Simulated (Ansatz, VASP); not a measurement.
## Si in VASP and in Ansatz

INCAR

```
SYSTEM = Si
ALGO = Normal
EDIFF = 1E-7
ENCUT = 520
GGA = PE
ISIF = 2
ISMEAR = -1
LASPH = .True.
LCHARG = .False.
LREAL = .False.
LWAVE = .False.
NBANDS = 8
NELM = 100
PREC = Accurate
SIGMA = 0.05
```

KPOINTS

```
k-points
0
Gamma
  13 13 13
  0 0 0
```

File POSCAR:

```
Si
1.0
   -1.6376895151      1.6376895151      1.3290740111
    1.6376895151     -1.6376895151      1.3290740111
    1.6376895151      1.6376895151     -1.3290740111
Si
1
Direct
    0.0000000000      0.0000000000      0.0000000000
```

File input.yaml:

```yaml
crystal:
  lattice:
    - [-1.6376895151, 1.6376895151, 1.3290740111]
    - [1.6376895151, -1.6376895151, 1.3290740111]
    - [1.6376895151, 1.6376895151, -1.3290740111]
  atoms:
    - { symbol: Si, position: [0.0, 0.0, 0.0] }
kpoints:
  mp_grid: { grid: [13, 13, 13] }
scf:
  occupations: { method: fermi_dirac, width: 0.05 }
hamiltonian:
  xc: pbe
  pseudopotentials: { kind: all_electron, lapw: { basis_error: 0.0005 } }
output:
  forces: true
  stress: true
  eigenvalues: true
```

Change from the starting cell: volume scaled by 1.02.

Alike in both runs: task single point; functional PBE; k mesh 13 × 13 × 13; occupations fermi-dirac, width 0.05 eV; no spin polarisation.

|  | VASP | Ansatz |
| --- | --- | --- |
| version | VASP 6.6.1 | Ansatz 0.2.0 |
| potentials or method | VASP PAW PBE potentials, release 64 (Si), cutoff 520 eV | all-electron LAPW, scalar-relativistic |

```csv
,VASP,Ansatz,Ansatz less VASP
gap on the k mesh at the Fermi level (eV),none,none,-
pressure (GPa),1.5,1.5,+0.07
"traceless stress, the component that is largest in VASP (GPa)",-1.88,-1.85,+0.027
```

A gap of «none» marks a metal or a gap that the smearing closes. Ansatz ran all-electron here, and VASP with PAW potentials.
